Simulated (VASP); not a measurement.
# Pb (Fd-3m) in VASP: single point with LDA

Aim: the single point of Pb with LDA.

Everything below comes from runs of VASP 6.6.1. Logs are shortened: lines on timing, memory, paths and dates and some standing lists are left out, and cuts for length are marked.

### Step 1. The cell of the first run

The structure is cubic, space group Fd-3m (No. 227). Conventional cell: a = 6.878 Å, b = 6.878 Å, c = 6.878 Å, α = 90.00°, β = 90.00°, γ = 90.00°. Pb (site symmetry -43m) has 4 Pb at 2.98 Å within 3.9 Å.

This isn't the form of Pb at room conditions, which is fcc.

### Step 2. Single point, LDA

The input, POSCAR:

```
Pb
1.0
    0.0000000000      3.4390000555      3.4390000555
    3.4390000555      0.0000000000      3.4390000555
    3.4390000555      3.4390000555      0.0000000000
Pb
2
Direct
    0.0000000000      0.0000000000      0.0000000000
    0.2500000000      0.2500000000      0.2500000000
```

The input, INCAR.step1:

```
SYSTEM = Pb
  ALGO = Normal
  EDIFF = 1E-6
  ENCUT = 520
  GGA = CA
  ISIF = 2
  ISMEAR = -1
  LASPH = .True.
  LCHARG = .True.
  LREAL = .False.
  LWAVE = .False.
  NBANDS = 21
  NELM = 60
  PREC = Accurate
  SIGMA = 0.05
```

The input, KPOINTS.step1:

```
k-points
0
Gamma
  8 8 8
  0 0 0
```

The input, INCAR.step2:

```
SYSTEM = Pb
  ALGO = Normal
  EDIFF = 1E-6
  ENCUT = 520
  GGA = CA
  ICHARG = 11
  ISIF = 2
  ISMEAR = -5
  LASPH = .True.
  LCHARG = .False.
  LORBIT = 10
  LREAL = .False.
  LWAVE = .False.
  NEDOS = 1001
  NELM = 60
  PREC = Accurate
  SIGMA = 0.05
```

The input, KPOINTS.step2:

```
k-points
0
Gamma
  12 12 12
  0 0 0
```

Potentials or basis: VASP PAW LDA potentials, release 64 (Pb_d).

The run is started by

```console
> cat potpaw_LDA.64/Pb_d/POTCAR > POTCAR
> cp INCAR.step1 INCAR
> cp KPOINTS.step1 KPOINTS
> mpirun -np 1 vasp_std > vasp.out
> cp INCAR.step2 INCAR
> cp KPOINTS.step2 KPOINTS
> mpirun -np 1 vasp_std > vasp.out
```

OUTCAR:

```text
SYSTEM = Pb
   EDIFF = 1E-6
   ENCUT = 520
   GGA = CA
   ICHARG = 11
   ISIF = 2
   ISMEAR = -5
   LASPH = .True.
   LORBIT = 10
   LREAL = .False.
   NELM = 60
   PREC = Accurate

 ion  position               nearest neighbor table
   1  0.000  0.000  0.000-   2 2.98   2 2.98   2 2.98   2 2.98
   2  0.250  0.250  0.250-   1 2.98   1 2.98   1 2.98   1 2.98

  LATTYP: Found a face centered cubic cell.
 ALAT       =     6.8780001110

  Lattice vectors:

 A1 = (   0.0000000000,   3.4390000555,   3.4390000555)
 A2 = (   3.4390000555,   0.0000000000,   3.4390000555)
 A3 = (   3.4390000555,   3.4390000555,   0.0000000000)

Analysis of symmetry for initial positions (statically):
=====================================================================
 Subroutine PRICEL returns:
 Original cell was already a primitive cell.

 Routine SETGRP: Setting up the symmetry group for a
 face centered cubic supercell.

 Subroutine GETGRP returns: Found 48 space group operations
 (whereof 24 operations were pure point group operations)
 out of a pool of 48 trial point group operations.

The static configuration has the point symmetry T_d .
 The point group associated with its full space group is O_h .

Analysis of symmetry for dynamics (positions and initial velocities):
=====================================================================
 Subroutine PRICEL returns:
 Original cell was already a primitive cell.

 Routine SETGRP: Setting up the symmetry group for a
 face centered cubic supercell.

 Subroutine GETGRP returns: Found 48 space group operations
 (whereof 24 operations were pure point group operations)
 out of a pool of 48 trial point group operations.

The dynamic configuration has the point symmetry T_d .
 The point group associated with its full space group is O_h .

 Subroutine INISYM returns: Found 48 space group operations
 (whereof 24 operations are pure point group operations),
 and found     1 'primitive' translations

----------------------------------------------------------------------------------------

                                     Primitive cell

  volume of cell :      81.3442

  direct lattice vectors                    reciprocal lattice vectors
     0.000000000  3.439000056  3.439000056    -0.145391100  0.145391100  0.145391100
     3.439000056  0.000000000  3.439000056     0.145391100 -0.145391100  0.145391100
     3.439000056  3.439000056  0.000000000     0.145391100  0.145391100 -0.145391100

  length of vectors
[... 90 lines left out ...]
   ISIF   =      2    stress and relaxation
   ISYM   =      2    0-nonsym 1-usesym 2-fastsym
   POTIM  = 0.5000    time-step for ionic-motion
   TEBEG  =    0.0;   TEEND  =   0.0 temperature during run
   PSTRESS=    0.0 pullay stress
   NELECT =      28.0000    total number of electrons
   NUPDOWN=      -1.0000    fix difference up-down
   EMIN   =  10.00;   EMAX   =-10.00  energy-range for DOS
   EFERMI =   0.00;   METHOD = LEGACY
   ISMEAR =    -5;   SIGMA  =   0.05  broadening in eV -4-tet -1-fermi 0-gaus
   EFERMI_NEDOS =   21; number of points for ismear=-14 and -15
   IALGO  =     38    algorithm
   IMIX   =      4    mixing-type and parameters
     AMIX     =   0.40;   BMIX     =  1.00
     AMIX_MAG =   1.60;   BMIX_MAG =  1.00
  volume/ion in A,a.u.               =      40.67       274.47
  Fermi-wavevector in a.u.,A,eV,Ry     =   1.147322  2.168124 17.909999  1.316348
  Thomas-Fermi vector in A             =   2.284002
   LORBIT       =     10    0 simple, 1 ext, 2 COOP (PROOUT), +10 PAW based schemes
   GGA     = CA    functional components
   LHFCALC =     F    Hartree Fock is set to
   AEXX    =    0.0000 exact exchange contribution
   IVDW    =     0    specifies the selected vdW correction
   LEPSILON=     F    determine dielectric tensor
   LRPA    =     F    only Hartree local field effects (RPA)
 non-spin polarized calculation
 Fermi weights with tetrahedron method with Bloechl corrections
  energy-cutoff  :      520.00
  volume of cell :       81.34
 maximum number of plane-waves:      2209

 number of electron      28.0000001 magnetization

 Free energy of the ion-electron system (eV)
  ---------------------------------------------------
  ext. energy  EPLUGINS =         0.00000000
  ---------------------------------------------------
  free energy    TOTEN  =        -7.88586367 eV

  energy without entropy =       -7.88586367  energy(sigma->0) =       -7.88586367

 E-fermi :   4.0083     XC(G=0):  -8.7630

 val. band max:        4.0662107125   @ k =  -0.1667   0.0833   0.0000
 cond. band min:       4.0131100129   @ k =  -0.4167   0.0833   0.0000
 fundamental gap:     -0.0531006996
 Fermi energy:         4.0083252790

 k-point     1 :       0.0000    0.0000    0.0000
  band No.  band energies     occupation
      1     -13.1040      2.00000
      2     -13.1040      2.00000
      3     -13.1040      2.00000
      4     -13.0233      2.00000
      5     -13.0233      2.00000
      6     -12.5920      2.00000
[... 481 lines left out ...]
      5     -12.9000      2.00000
      6     -12.7262      2.00000
[... 10 lines left out ...]
     17       8.1776      0.00000
     18       9.5615      0.00000

 [... further k-points ...]

------------------------ aborting loop because EDIFF is reached ----------------------------------------

  FORCE on cell =-STRESS in cart. coord.  units (eV):
  Direction    XX          YY          ZZ          XY          YZ          ZX
  --------------------------------------------------------------------------------------
  -------------------------------------------------------------------------------------
  Total       -0.3937651     -0.3937651     -0.3937651      0.0000000      0.0000000      0.0000000
  in kB       -7.7557042     -7.7557042     -7.7557042      0.0000000      0.0000000      0.0000000
  external PRESSURE =      -7.7557042 kB  Pullay stress =       0.0000000 kB

 VOLUME and BASIS-vectors are now :
 -----------------------------------------------------------------------------
  energy-cutoff  :      520.00
  volume of cell :       81.34
      direct lattice vectors                 reciprocal lattice vectors
     0.000000000  3.439000056  3.439000056    -0.145391100  0.145391100  0.145391100
     3.439000056  0.000000000  3.439000056     0.145391100 -0.145391100  0.145391100
     3.439000056  3.439000056  0.000000000     0.145391100  0.145391100 -0.145391100

 POSITION                                       TOTAL-FORCE (eV/Angst)
 -----------------------------------------------------------------------------------
      0.00000      0.00000      0.00000        -0.000000     -0.000000     -0.000000
      1.71950      1.71950      1.71950         0.000000      0.000000      0.000000
 -----------------------------------------------------------------------------------
    total drift:                                0.000000      0.000000      0.000000

  FREE ENERGIE OF THE ION-ELECTRON SYSTEM (eV)
  ---------------------------------------------------
  free  energy   TOTEN  =        -7.8858636717 eV

  energy  without entropy=       -7.8858636717  energy(sigma->0) =       -7.88586367

 total charge

# of ion       s       p       d       tot
------------------------------------------
    1        1.324   0.922   9.801  12.047
    2        1.324   0.922   9.801  12.047
--------------------------------------------------
tot          2.648   1.845  19.602  24.094
```

OSZICAR.step1:

```text
N       E                     dE             d eps       ncg     rms          rms(c)
DAV:   1     0.290938670255E+03    0.29094E+03   -0.13634E+04  1218   0.145E+03
DAV:   2     0.138942422212E+02   -0.27704E+03   -0.27124E+03  1228   0.395E+02
DAV:   3    -0.715803749588E+01   -0.21052E+02   -0.20901E+02  1476   0.137E+02
DAV:   4    -0.791393533754E+01   -0.75590E+00   -0.75556E+00  1423   0.308E+01
DAV:   5    -0.795819566476E+01   -0.44260E-01   -0.44260E-01  1852   0.660E+00    0.154E+00
DAV:   6    -0.791179846803E+01    0.46397E-01   -0.38558E-02  1722   0.261E+00    0.850E-01
DAV:   7    -0.789033466209E+01    0.21464E-01   -0.31993E-02  1620   0.210E+00    0.148E-01
DAV:   8    -0.789021745777E+01    0.11720E-03   -0.38813E-03  1666   0.727E-01    0.377E-02
DAV:   9    -0.789027366829E+01   -0.56211E-04   -0.16154E-04  1477   0.159E-01    0.115E-02
DAV:  10    -0.789027063905E+01    0.30292E-05   -0.16247E-05  1760   0.570E-02    0.367E-03
DAV:  11    -0.789027075981E+01   -0.12076E-06   -0.13049E-06  1100   0.993E-03
   1 F= -.78902708E+01 E0= -.78881968E+01  d E =-.414795E-02
```

Run time: 2.6 min. Hardware: 1 thread of Intel Xeon 8259CL, shared host; peak memory 0.21 GiB.

Results:

* Valence electrons inside the program's atomic spheres: Pb 12.05

Caveat: spin-orbit coupling is left out, which moves the levels of the heavy elements.
